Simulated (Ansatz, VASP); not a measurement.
**Two plane-wave programs on AlNi**

The input POSCAR:

```
AlNi
1.0
    1.9642060572     -1.9788929679      0.0000000000
    1.9642060572      1.9788929679      0.0000000000
    0.0000000000      0.0000000000      3.1402166915
Al Ni
1 1
Direct
    0.0000000000      0.0000000000      0.0000000000
    0.5000000000      0.5000000000      0.5000000000
```

Contents of INCAR.step1:

```
SYSTEM = AlNi
ALGO     = Normal         ! electronic algorithm
EDIFF    = 1E-4           ! SCF threshold, eV
ENCUT    = 520            ! plane-wave cutoff, eV
GGA      = PE             ! functional
ISMEAR   = -1             ! smearing method
ISPIN    = 2              ! spin polarisation
LASPH    = .TRUE.         ! aspherical terms in the spheres
LCHARG   = .FALSE.        ! write CHGCAR
LMAXMIX  = 4              ! l up to which the mixer works
LREAL    = .FALSE.        ! projectors in reciprocal space
LWAVE    = .TRUE.         ! write WAVECAR
MAGMOM   = 0 1            ! initial moments
NBANDS   = 18             ! bands
NELM     = 150            ! most SCF steps
PREC     = Accurate       ! precision mode
SIGMA    = 0.1            ! smearing width, eV
```

The input INCAR.step2:

```
SYSTEM = AlNi
ALGO     = Normal         ! electronic algorithm
EDIFF    = 1E-6           ! SCF threshold, eV
ENCUT    = 520            ! plane-wave cutoff, eV
ISIF     = 2              ! what is computed and relaxed
ISMEAR   = -1             ! smearing method
ISPIN    = 2              ! spin polarisation
ISTART   = 1            
LASPH    = .TRUE.         ! aspherical terms in the spheres
LCHARG   = .TRUE.         ! write CHGCAR
LELF     = .TRUE.         ! ELF
LMAXMIX  = 4              ! l up to which the mixer works
LMIXTAU  = .TRUE.       
LORBIT   = 11             ! projections on sites
LREAL    = .FALSE.        ! projectors in reciprocal space
LVHAR    = .TRUE.       
LWAVE    = .FALSE.        ! write WAVECAR
MAGMOM   = 0 1            ! initial moments
METAGGA  = R2SCAN         ! meta-GGA
NBANDS   = 18             ! bands
NELM     = 150            ! most SCF steps
PREC     = Accurate       ! precision mode
SIGMA    = 0.1            ! smearing width, eV
```

KPOINTS

```
k-points
0
G
  10 10 9
  0 0 0
```

Input for Ansatz:

```yaml
crystal:
  lattice:
    - [1.9642060572297546, -1.9788929679214424, 0.0]
    - [1.9642060572297546, 1.9788929679214424, 0.0]
    - [0.0, 0.0, 3.140216691508748]
  atoms:
    - { symbol: Al, position: [0.0, 0.0, 0.0] }
    - { symbol: Ni, position: [0.5, 0.5, 0.5], spin: 1.0 }
basis:
  ecutwfc: 530.622031796766
kpoints:
  mp_grid:
    grid: [10, 10, 9]
hamiltonian:
  xc: r2scan
  pseudopotentials:
    kind: paw
magnetization:
  spin_polarized: true
scf:
  occupations:
    method: fermi_dirac
```

Alike in both runs: task single point; functional r2SCAN; k mesh 10 × 10 × 9; collinear spin.

|  | VASP | Ansatz |
| --- | --- | --- |
| version | VASP 6.6.1 | Ansatz 0.2.0 |
| potentials or method | VASP PAW PBE potentials, release 64 (Al, Ni), cutoff 520 eV | plane waves, PAW |
| occupations | fermi-dirac, width 0.1 eV | fermi-dirac |
| valence electrons in the cell | 13 | 21 |

```csv
,VASP,Ansatz,Ansatz less VASP
net moment per atom (μB),0.00,0.00,0.000
```

VASP's potentials were made for PBE, not for r2SCAN. VASP's potentials hold 13 valence electrons a cell and Ansatz's 21, so a difference there can come from the potentials and not from the codes. Ansatz's warnings: seeded moment not kept, stability check not made.
